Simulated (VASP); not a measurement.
# MgO (Fm-3m) in VASP: settings compared

Aim: see how the results for MgO move with the level of theory and the settings. Levels: LDA, PBE, PBEsol. Tasks: single point.

Program: VASP 6.6.1. These are calculated values, not measurements. Logs are shortened: lines on timing, memory, paths and dates and some standing lists are left out, and cuts for length are marked.

## (1) The cell of the first run

It takes space group Fm-3m (No. 225, cubic). Conventional cell: a = 4.159 Å, b = 4.159 Å, c = 4.159 Å, α = 90.00°, β = 90.00°, γ = 90.00°. Within 2.8 Å of Mg (site symmetry m-3m) lie 6 O at 2.08 Å. O (site symmetry m-3m) has 6 Mg at 2.08 Å within 2.8 Å.

## (2) Single point, LDA

INCAR reads:

```
SYSTEM = MgO
PREC = Accurate ; ENCUT = 520
EDIFF = 1E-6 ; ISMEAR = -1
SIGMA = 0.02 ; LREAL = .FALSE.
LASPH = .TRUE. ; NELM = 100
ALGO = Normal ; ISIF = 2
LWAVE = .FALSE. ; LCHARG = .TRUE.
LELF = .TRUE. ; LVHAR = .TRUE.
NBANDS = 11
```

KPOINTS reads:

```
Automatic mesh
0
G
  10 10 10
  0 0 0
```

POSCAR reads:

```
MgO
1.0
    0.0000000000      2.0796199009      2.0796199009
    2.0796199009      0.0000000000      2.0796199009
    2.0796199009      2.0796199009      0.0000000000
Mg O
1 1
Direct
    0.0000000000      0.0000000000      0.0000000000
    0.5000000000      0.5000000000      0.5000000000
```

Potentials or basis: VASP PAW LDA potentials, release 64 (Mg, O).

Command:

```console
> cat potpaw_LDA.64/Mg/POTCAR potpaw_LDA.64/O/POTCAR > POTCAR
> mpirun -np 1 vasp_std > vasp.out
```

OUTCAR:

```text
SYSTEM = MgO
   PREC = Accurate
   ENCUT = 520
   EDIFF = 1E-6
   ISMEAR = -1
   LREAL = .FALSE.
   LASPH = .TRUE.
   NELM = 100
   ISIF = 2

 ion  position               nearest neighbor table
   1  0.000  0.000  0.000-   2 2.08   2 2.08   2 2.08   2 2.08   2 2.08   2 2.08
   2  0.500  0.500  0.500-   1 2.08   1 2.08   1 2.08   1 2.08   1 2.08   1 2.08

  LATTYP: Found a face centered cubic cell.
 ALAT       =     4.1592398018

  Lattice vectors:

 A1 = (   0.0000000000,   2.0796199009,   2.0796199009)
 A2 = (   2.0796199009,   0.0000000000,   2.0796199009)
 A3 = (   2.0796199009,   2.0796199009,   0.0000000000)

Analysis of symmetry for initial positions (statically):
=====================================================================
 Subroutine PRICEL returns:
 Original cell was already a primitive cell.

 Routine SETGRP: Setting up the symmetry group for a
 face centered cubic supercell.

 Subroutine GETGRP returns: Found 48 space group operations
 (whereof 48 operations were pure point group operations)
 out of a pool of 48 trial point group operations.

The static configuration has the point symmetry O_h .

Analysis of symmetry for dynamics (positions and initial velocities):
=====================================================================
 Subroutine PRICEL returns:
 Original cell was already a primitive cell.

 Routine SETGRP: Setting up the symmetry group for a
 face centered cubic supercell.

 Subroutine GETGRP returns: Found 48 space group operations
 (whereof 48 operations were pure point group operations)
 out of a pool of 48 trial point group operations.

The dynamic configuration has the point symmetry O_h .

 Subroutine INISYM returns: Found 48 space group operations
 (whereof 48 operations are pure point group operations),
 and found     1 'primitive' translations

----------------------------------------------------------------------------------------

                                     Primitive cell

  volume of cell :      17.9880

  direct lattice vectors                    reciprocal lattice vectors
     0.000000000  2.079619901  2.079619901    -0.240428551  0.240428551  0.240428551
     2.079619901  0.000000000  2.079619901     0.240428551 -0.240428551  0.240428551
     2.079619901  2.079619901  0.000000000     0.240428551  0.240428551 -0.240428551

  length of vectors
     2.941026668  2.941026668  2.941026668     0.416434466  0.416434466  0.416434466

  position of ions in fractional coordinates (direct lattice)
     0.000000000  0.000000000  0.000000000
     0.500000000  0.500000000  0.500000000

  ion indices of the primitive-cell ions
   primitive index   ion index
                 1           1
                 2           2

----------------------------------------------------------------------------------------

 KPOINTS: Automatic mesh

Automatic generation of k-mesh.
 Grid dimensions read from file:
 generate k-points for:   10   10   10

 Generating k-lattice:

  Cartesian coordinates                     Fractional coordinates (reciprocal lattice)
    -0.024042855  0.024042855  0.024042855     0.100000000  0.000000000  0.000000000
     0.024042855 -0.024042855  0.024042855     0.000000000  0.100000000  0.000000000
     0.024042855  0.024042855 -0.024042855     0.000000000  0.000000000  0.100000000

  Length of vectors
     0.041643447  0.041643447  0.041643447

  Shift w.r.t. Gamma in fractional coordinates (k-lattice)
     0.000000000  0.000000000  0.000000000

 Subroutine IBZKPT returns following result:
 ===========================================

 Found     47 irreducible k-points:

 Following reciprocal coordinates:
            Coordinates               Weight
  0.000000  0.000000  0.000000      1.000000
  0.100000  0.000000  0.000000      8.000000
  0.200000  0.000000  0.000000      8.000000
  0.300000  0.000000  0.000000      8.000000
  0.400000  0.000000  0.000000      8.000000
  0.500000  0.000000  0.000000      4.000000
[... 16 lines left out ...]
  0.300000  0.300000  0.000000      6.000000
  0.400000  0.300000  0.000000     24.000000
 [... further k-points ...]
   k-points           NKPTS =     47   k-points in BZ     NKDIM =     47   number of bands    NBANDS=     11
   number of dos      NEDOS =    301   number of ions     NIONS =      2
   total plane-waves  NPLWV =  13824
   dimension x,y,z NGX =    24 NGY =   24 NGZ =   24
   dimension x,y,z NGXF=    48 NGYF=   48 NGZF=   48
   ions per type =               1   1
   NGX,Y,Z   is equivalent  to a cutoff of  13.57, 13.57, 13.57 a.u.
   NGXF,Y,Z  is equivalent  to a cutoff of  27.13, 27.13, 27.13 a.u.
 SYSTEM =  MgO
   PREC   = accura    normal or accurate (medium, high low for compatibility)
   ISTART =      0    job   : 0-new  1-cont  2-samecut
   ICHARG =      2    charge: 1-file 2-atom 10-const
   ISPIN  =      1    spin polarized calculation?
   LNONCOLLINEAR =      F non collinear calculations
   LSORBIT =      F    spin-orbit coupling
   LASPH  =      T    aspherical Exc in radial PAW
   ENCUT  =  520.0 eV  38.22 Ry    6.18 a.u.   5.47  5.47  5.47*2*pi/ulx,y,z
   NELM   =    100;   NELMIN=  2; NELMDL= -5     # of ELM steps
   EDIFF  = 0.1E-05   stopping-criterion for ELM
   LREAL  =      F    real-space projection
   EDIFFG = 0.1E-04   stopping-criterion for IOM
   NSW    =      0    number of steps for IOM
   IBRION =     -1    ionic relax: 0-MD 1-quasi-New 2-CG
   NFREE  =      0    steps in history (QN), initial steepest desc. (CG)
   ISIF   =      2    stress and relaxation
   ISYM   =      2    0-nonsym 1-usesym 2-fastsym
   POTIM  = 0.5000    time-step for ionic-motion
   TEBEG  =    0.0;   TEEND  =   0.0 temperature during run
   PSTRESS=    0.0 pullay stress
   NELECT =       8.0000    total number of electrons
   NUPDOWN=      -1.0000    fix difference up-down
   EMIN   =  10.00;   EMAX   =-10.00  energy-range for DOS
   EFERMI =   0.00;   METHOD = LEGACY
   ISMEAR =    -1;   SIGMA  =   0.02  broadening in eV -4-tet -1-fermi 0-gaus
   EFERMI_NEDOS =   21; number of points for ismear=-14 and -15
   IALGO  =     38    algorithm
   IMIX   =      4    mixing-type and parameters
     AMIX     =   0.40;   BMIX     =  1.00
     AMIX_MAG =   1.60;   BMIX_MAG =  1.00
  volume/ion in A,a.u.               =       8.99        60.69
  Fermi-wavevector in a.u.,A,eV,Ry     =   1.249619  2.361437 21.246137  1.561547
  Thomas-Fermi vector in A             =   2.383651
   LORBIT       =      0    0 simple, 1 ext, 2 COOP (PROOUT), +10 PAW based schemes
   GGA     = CA    functional components
   LHFCALC =     F    Hartree Fock is set to
   AEXX    =    0.0000 exact exchange contribution
   IVDW    =     0    specifies the selected vdW correction
   LEPSILON=     F    determine dielectric tensor
   LRPA    =     F    only Hartree local field effects (RPA)
 non-spin polarized calculation
  energy-cutoff  :      520.00
  volume of cell :       17.99
 maximum number of plane-waves:       531
 NGX is ok and might be reduce to    24
   NGX = 11   NGY = 11   NGZ = 11

 number of electron       8.0000000 magnetization

 Free energy of the ion-electron system (eV)
  ---------------------------------------------------
  ext. energy  EPLUGINS =         0.00000000
  ---------------------------------------------------
  free energy    TOTEN  =       -13.44477589 eV

  energy without entropy =      -13.44477589  energy(sigma->0) =      -13.44477589

 E-fermi :   3.5510     XC(G=0): -11.7758

 val. band max:        3.1740308959   @ k =   0.0000   0.0000   0.0000
 cond. band min:       8.2086026958   @ k =   0.0000   0.0000   0.0000
 fundamental gap:      5.0345717999
 Fermi energy:         3.5509687933

 k-point     1 :       0.0000    0.0000    0.0000
  band No.  band energies     occupation
      1     -14.0315      2.00000
      2       3.1740      2.00000
      3       3.1740      2.00000
      4       3.1740      2.00000
      5       8.2086      0.00000
      6      18.9047      0.00000
      7      18.9047      0.00000
      8      18.9047      0.00000
      9      23.0294      0.00000
     10      24.7202      0.00000
     11      24.7202      0.00000

 k-point     2 :       0.1000    0.0000    0.0000
  band No.  band energies     occupation
      1     -13.9138      2.00000
      2       2.5072      2.00000
      3       3.1002      2.00000
      4       3.1002      2.00000
      5       8.8276      0.00000
      6      17.6686      0.00000
      7      19.1586      0.00000
      8      19.1586      0.00000
      9      24.0218      0.00000
     10      24.0218      0.00000
     11      24.7224      0.00000

 k-point     3 :       0.2000    0.0000    0.0000
  band No.  band energies     occupation
      1     -13.5892      2.00000
      2       1.1310      2.00000
      3       2.9137      2.00000
      4       2.9137      2.00000
      5       9.9969      0.00000
      6      16.1880      0.00000
      7      19.6856      0.00000
      8      19.6856      0.00000
      9      23.3353      0.00000
     10      23.3353      0.00000
     11      25.7116      0.00000

 k-point     4 :       0.3000    0.0000    0.0000
  band No.  band energies     occupation
      1     -13.1468      2.00000
      2      -0.2698      2.00000
      3       2.6949      2.00000
      4       2.6949      2.00000
      5      10.8580      0.00000
      6      15.5955      0.00000
      7      19.8562      0.00000
      8      19.8562      0.00000
      9      23.7778      0.00000
     10      23.7778      0.00000
     11      25.0926      0.00000

 k-point     5 :       0.4000    0.0000    0.0000
  band No.  band energies     occupation
      1     -12.7447      2.00000
      2      -1.3082      2.00000
      3       2.5263      2.00000
      4       2.5263      2.00000
      5      11.1272      0.00000
      6      15.7953      0.00000
      7      19.6673      0.00000
      8      19.6673      0.00000
      9      24.5123      0.00000
     10      25.0545      0.00000
     11      25.0545      0.00000
[... 211 lines left out ...]
 k-point    21 :      -0.3000    0.2000    0.0000
  band No.  band energies     occupation
      1     -12.6584      2.00000
      2      -0.6843      2.00000
      3       1.2484      2.00000
      4       2.4655      2.00000
      5      12.6164      0.00000
      6      15.1754      0.00000
      7      17.5047      0.00000
      8      20.6261      0.00000
      9      23.5004      0.00000
     10      24.4340      0.00000
     11      28.5204      0.00000

 k-point    22 :      -0.2000    0.2000    0.0000
  band No.  band energies     occupation
      1     -13.0159      2.00000
      2      -0.0590      2.00000
      3       1.7451      2.00000
      4       2.6885      2.00000
      5      11.8669      0.00000
      6      15.0661      0.00000
      7      18.4142      0.00000
      8      21.0873      0.00000
      9      21.6493      0.00000
     10      24.6635      0.00000
     11      28.2922      0.00000

 k-point    23 :       0.3000    0.3000    0.0000
  band No.  band energies     occupation
      1     -12.9217      2.00000
      2      -0.1210      2.00000
      3       2.1785      2.00000
      4       2.1785      2.00000
      5      12.2873      0.00000
      6      13.4424      0.00000
      7      17.7190      0.00000
      8      21.2623      0.00000
      9      21.2623      0.00000
     10      27.4390      0.00000
     11      31.0160      0.00000

 k-point    24 :       0.4000    0.3000    0.0000
  band No.  band energies     occupation
      1     -12.6400      2.00000
      2      -0.5811      2.00000
      3       1.7879      2.00000
      4       2.0225      2.00000
      5      12.8791      0.00000
      6      13.3086      0.00000
      7      16.9004      0.00000
      8      21.5310      0.00000
      9      21.7486      0.00000
     10      28.2092      0.00000
     11      30.6327      0.00000

 [... further k-points ...]

------------------------ aborting loop because EDIFF is reached ----------------------------------------

  FORCE on cell =-STRESS in cart. coord.  units (eV):
  Direction    XX          YY          ZZ          XY          YZ          ZX
  --------------------------------------------------------------------------------------
  -------------------------------------------------------------------------------------
  Total       -0.1896871     -0.1896871     -0.1896871      0.0000000      0.0000000      0.0000000
  in kB      -16.8953203    -16.8953203    -16.8953203      0.0000000      0.0000000      0.0000000
  external PRESSURE =     -16.8953203 kB  Pullay stress =       0.0000000 kB

 VOLUME and BASIS-vectors are now :
 -----------------------------------------------------------------------------
  energy-cutoff  :      520.00
  volume of cell :       17.99
      direct lattice vectors                 reciprocal lattice vectors
     0.000000000  2.079619901  2.079619901    -0.240428551  0.240428551  0.240428551
     2.079619901  0.000000000  2.079619901     0.240428551 -0.240428551  0.240428551
     2.079619901  2.079619901  0.000000000     0.240428551  0.240428551 -0.240428551

 POSITION                                       TOTAL-FORCE (eV/Angst)
 -----------------------------------------------------------------------------------
      0.00000      0.00000      0.00000         0.000000     -0.000000      0.000000
      2.07962      2.07962      2.07962        -0.000000      0.000000     -0.000000
 -----------------------------------------------------------------------------------
    total drift:                               -0.000000     -0.000000      0.000000

  FREE ENERGIE OF THE ION-ELECTRON SYSTEM (eV)
  ---------------------------------------------------
  free  energy   TOTEN  =       -13.4447758930 eV

  energy  without entropy=      -13.4447758930  energy(sigma->0) =      -13.44477589
```

It took 8.6 s on 1 thread of AMD EPYC 9R45 (Zen 5), shared host; peak memory 0.1 GiB.

What came out:

| Item | Value |
| --- | --- |
| Free energy | -13.4448 eV |
| Pressure | -1.7 GPa |
| Band gap on the k mesh | 5.03 eV, direct |

## (3) Single point, PBE

This run uses another cell than the first one, of 9.62 Å³/atom, 1.069 times its volume.

INCAR reads:

```
SYSTEM = MgO
ALGO     = Normal         ! electronic algorithm
EDIFF    = 1E-6           ! SCF threshold, eV
ENCUT    = 520            ! plane-wave cutoff, eV
GGA      = PE             ! functional
ISIF     = 2              ! what is computed and relaxed
ISMEAR   = -1             ! smearing method
LASPH    = .TRUE.         ! aspherical terms in the spheres
LCHARG   = .FALSE.        ! write CHGCAR
LREAL    = .FALSE.        ! projectors in reciprocal space
LWAVE    = .FALSE.        ! write WAVECAR
NBANDS   = 11             ! bands
NELM     = 60             ! most SCF steps
PREC     = Accurate       ! precision mode
SIGMA    = 0.02           ! smearing width, eV
```

KPOINTS reads:

```
k-points
0
G
  10 10 10
  0 0 0
```

POSCAR reads:

```
MgO
1.0
    0.0000000000      2.1267050319      2.1267050319
    2.1267050319      0.0000000000      2.1267050319
    2.1267050319      2.1267050319      0.0000000000
Mg O
1 1
Direct
    0.0000000000      0.0000000000      0.0000000000
    0.5000000000      0.5000000000      0.5000000000
```

Potentials or basis: VASP PAW PBE potentials, release 64 (Mg, O).

Command:

```console
> cat potpaw_PBE.64/Mg/POTCAR potpaw_PBE.64/O/POTCAR > POTCAR
> mpirun -np 1 vasp_std > vasp.out
```

It took 10 s on 1 thread of AMD EPYC 9R45 (Zen 5), shared host; peak memory 0.11 GiB.

Results (log left out):

* Free energy: -11.9117 eV
* Pressure: -0.7 GPa
* Band gap on the k mesh: 4.45 eV, direct

Levels at points of the mesh, in eV from the valence-band top:
```tsv
k point	band 1	band 2	band 3	band 4	band 5	band 6	band 7	band 8
(0.00, 0.00, 0.00)	-17.12	0.00	0.00	0.00	4.45	15.63	15.63	15.63
(0.50, 0.00, 0.00)	-15.90	-4.49	-0.62	-0.62	7.71	12.28	16.01	16.01
(0.50, 0.50, 0.00)	-15.66	-3.96	-1.31	-1.31	9.08	9.65	12.79	18.53
```

As with any semilocal functional, this PBE gap is likely too small.

## (4) Single point, PBE

This run uses another cell than the first one, of 9.29 Å³/atom, 1.033 times its volume.

INCAR reads:

```
SYSTEM = MgO
ALGO = Normal
EDIFF = 1E-6
ENCUT = 520
GGA = PE
ISIF = 2
ISMEAR = -1
LASPH = .True.
LCHARG = .False.
LREAL = .False.
LWAVE = .False.
NBANDS = 11
NELM = 100
PREC = Accurate
SIGMA = 0.02
```

KPOINTS reads:

```
k-points
0
Gamma
  10 10 10
  0 0 0
```

POSCAR reads:

```
MgO
1.0
    0.0000000000      2.1021674168      2.1021674168
    2.1021674168      0.0000000000      2.1021674168
    2.1021674168      2.1021674168      0.0000000000
Mg O
1 1
Direct
    0.0000000000      0.0000000000      0.0000000000
    0.5000000000      0.5000000000      0.5000000000
```

Command:

```console
> cat potpaw_PBE.64/Mg/POTCAR potpaw_PBE.64/O/POTCAR > POTCAR
> mpirun -np 1 vasp_std > vasp.out
```

It took 10 s on 1 thread of AMD EPYC 9R45 (Zen 5), shared host; peak memory 0.11 GiB.

It converged, with:

```
Free energy            : -11.9026 eV
Pressure               : 4.9 GPa
Band gap on the k mesh : 4.78 eV, direct
```

Levels at points of the mesh, in eV from the valence-band top:
| k point | band 2 | band 3 | band 4 | band 5 | band 6 | band 7 |
| --- | --- | --- | --- | --- | --- | --- |
| (0.00, 0.00, 0.00) | 0.00 | 0.00 | 0.00 | 4.78 | 15.83 | 15.83 |
| (0.50, 0.00, 0.00) | -4.64 | -0.66 | -0.66 | 7.93 | 12.67 | 16.37 |
| (0.50, 0.50, 0.00) | -4.11 | -1.36 | -1.36 | 9.13 | 10.03 | 13.16 |

PBE gaps usually lie below the measured ones, often by a third to a half.

## (5) Single point, LDA

This run uses another cell than the first one, of 9.29 Å³/atom, 1.033 times its volume.

INCAR reads:

```
SYSTEM = MgO
PREC = Accurate
ENCUT = 520
EDIFF = 1E-6
ISMEAR = 0
SIGMA = 0.01
LREAL = .False.
LASPH = .True.
NELM = 60
ALGO = Normal
ISIF = 2
LWAVE = .False.
LCHARG = .False.
NBANDS = 11
```

KPOINTS reads:

```
regular mesh
0
Gamma
  10 10 10
  0 0 0
```

POSCAR is that of step 4.

Potentials or basis: VASP PAW LDA potentials, release 64 (Mg, O).

Command:

```console
> cat potpaw_LDA.64/Mg/POTCAR potpaw_LDA.64/O/POTCAR > POTCAR
> mpirun -np 1 vasp_std > vasp.out
```

It took 7.5 s on 1 thread of AMD EPYC 9R45 (Zen 5), shared host; peak memory 0.1 GiB.

It converged, with:

| Property | Result |
| --- | --- |
| Free energy | -13.4294 eV |
| Pressure | -6.9 GPa |
| Band gap on the k mesh | 4.71 eV, direct |

Levels at points of the mesh, in eV from the valence-band top:
```tsv
k point	band 2	band 3	band 4	band 5	band 6	band 7
(0.00, 0.00, 0.00)	0.00	0.00	0.00	4.71	15.56	15.56
(0.50, 0.00, 0.00)	-4.72	-0.67	-0.67	7.77	12.46	16.05
(0.50, 0.50, 0.00)	-4.18	-1.38	-1.38	8.90	9.76	12.95
```

A hybrid or GW would open this gap; LDA tends to underestimate it.

[end of part 1 of 2]
